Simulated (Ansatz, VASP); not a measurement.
## One calculation of Mn, two programs

The input INCAR:

```
  PREC = Accurate
  ENCUT = 520
  EDIFF = 1E-6
  ISMEAR = -1
  SIGMA = 0.05
  LREAL = False
  LASPH = True
  NELM = 150
  ALGO = Normal
  ISIF = 2
  LWAVE = False
  LCHARG = False
  ISPIN = 2
  MAGMOM = 3
  LORBIT = 11
  LMAXMIX = 4
  GGA = RE
  NBANDS = 16
```

The input KPOINTS:

```
regular mesh
0
Gamma
  17 17 17
```

File POSCAR:

```
Mn
1.0
    0.0000000000      1.8053704921      1.8053704921
    1.8053704921      0.0000000000      1.8053704921
    1.8053704921      1.8053704921      0.0000000000
Mn
1
Direct
    0.0000000000      0.0000000000      0.0000000000
```

Input for Ansatz:

```yaml
crystal:
  lattice:
    - [0.0, 1.8053704921, 1.8053704921]
    - [1.8053704921, 0.0, 1.8053704921]
    - [1.8053704921, 1.8053704921, 0.0]
  atoms:
    - { symbol: Mn, position: [0.0, 0.0, 0.0], spin: 3.0 }
hamiltonian:
  xc: revpbe
  pseudopotentials:
    kind: paw
    azcp:
      Mn: "pseudopotentials/Mn.paw.azcp"
basis:
  ecutwfc: 420
  fft_grid_basis: typed
kpoints:
  mp_grid: { grid: [17, 17, 17], shift: [0, 0, 0] }
magnetization:
  spin_polarized: true
scf:
  occupations: { method: fermi_dirac, width: 0.05 }
  lower_state_search: "off"
output:
  stress: true
  write_density: true
  write_potential: true
  elf: true
  volumetric_format: npy
```

Alike in both runs: task single point; functional revPBE; k mesh 17 × 17 × 17; occupations fermi-dirac, width 0.05 eV; collinear spin.

|  | VASP | Ansatz |
| --- | --- | --- |
| version | VASP 6.6.1 | Ansatz 0.2.0 |
| potentials or method | VASP PAW PBE potentials, release 64 (Mn_pv), cutoff 520 eV | plane waves (420 eV) with PAW, scalar-relativistic |
| valence electrons in the cell | 13 | 15 |

Ansatz gave:

```
pressure (GPa)                                                : -17.1
net moment per atom (μB)                                      : 0.16
size of the moment on the site where the two differ most (μB) : 0.15
```

What did VASP give for the same quantities?

Pressure (GPa): -17.0; net moment per atom (μB): 0.17; size of the moment on the site where the two differ most (μB): 0.17.

VASP's potentials were made for PBE, not for revPBE. Site moments also hang on the region over which each program counts them. With one functional, cell and mesh, what is left measures potentials, basis and numerics. VASP's potentials hold 13 valence electrons a cell and Ansatz's 15, so a difference there can come from the potentials and not from the codes. Ansatz's warnings: seeded moment not kept.
